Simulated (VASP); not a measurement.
# AlN: single point with PBEsol

Crystal: AlN.

```
Al N
1.0
    -3.11356    0.00000    0.00000
    -1.55678   -2.69642    0.00000
    -0.51893   -0.89881   13.16670
Al N
4 4
Direct
  0.33333 0.10511 0.68468
  0.33333 0.23127 0.30620
  0.66667 0.62768 0.11695
  0.66667 0.50152 0.49544
  0.33333 0.30924 0.07229
  0.33333 0.18308 0.45077
  0.66667 0.57949 0.26153
  0.66667 0.45333 0.64001
```

| Item | Value |
| --- | --- |
| Program | VASP 6.6.1 |
| Task | single point |
| Functional | PBEsol |
| Potentials or basis | VASP PAW PBE potentials, release 64 (Al, N) |
| Cutoff | 520 eV |
| k mesh | 8 × 8 × 3 |
| Occupations | gaussian, width 0.05 eV |
| Spin | no spin polarisation |
| Dipole correction | no |
| Further INCAR settings | ALGO = Normal; EDIFF = 1e-07; NBANDS = 26 |

```json
{
  "Pressure": "-1.2 GPa",
  "Largest force": "2.050 eV/Å",
  "Band gap on the k mesh": "zero (bands 16 and 17 overlap by 0.20 eV)"
}
```

Forces on the atoms (eV/Å):
```
Al  -0.001 -0.002 -0.318
Al   0.000  0.000 -1.313
Al   0.000  0.000 -2.050
Al   0.000  0.000 -1.388
N    0.002  0.001  1.535
N    0.000  0.000  1.205
N    0.000  0.000  1.344
N   -0.001  0.000  0.985
```

Stress tensor (GPa, compression positive):
```
-1.68 -0.01  0.01
-0.01 -1.69  0.01
 0.01  0.01 -0.30
```

Levels at points of the mesh, in eV from the Fermi level:
```csv
k point,band 13,band 14,band 15,band 16,band 17,band 18,band 19,band 20
"(0.00, 0.00, 0.00)",-1.48,-0.87,-0.64,0.12,0.12,3.15,3.90,4.97
"(0.50, 0.00, 0.00)",-2.49,-2.34,-0.65,-0.16,0.76,2.26,3.63,4.27
"(0.00, 0.50, 0.00)",-2.49,-2.34,-0.65,-0.16,0.76,2.27,3.62,4.27
"(0.50, 0.50, 0.00)",-2.49,-2.34,-0.65,-0.16,0.76,2.25,3.63,4.28
```

Run time: 4.4 min on 1 thread of Intel(R) Xeon(R) Platinum 8488C (Sapphire Rapids), with other jobs on the host, peak memory 0.36 GiB.

Caveat: semilocal functionals underestimate gaps, so a narrow gap can read as zero; the PAW data sets were made with another functional, which shifts forces and pressure a little.
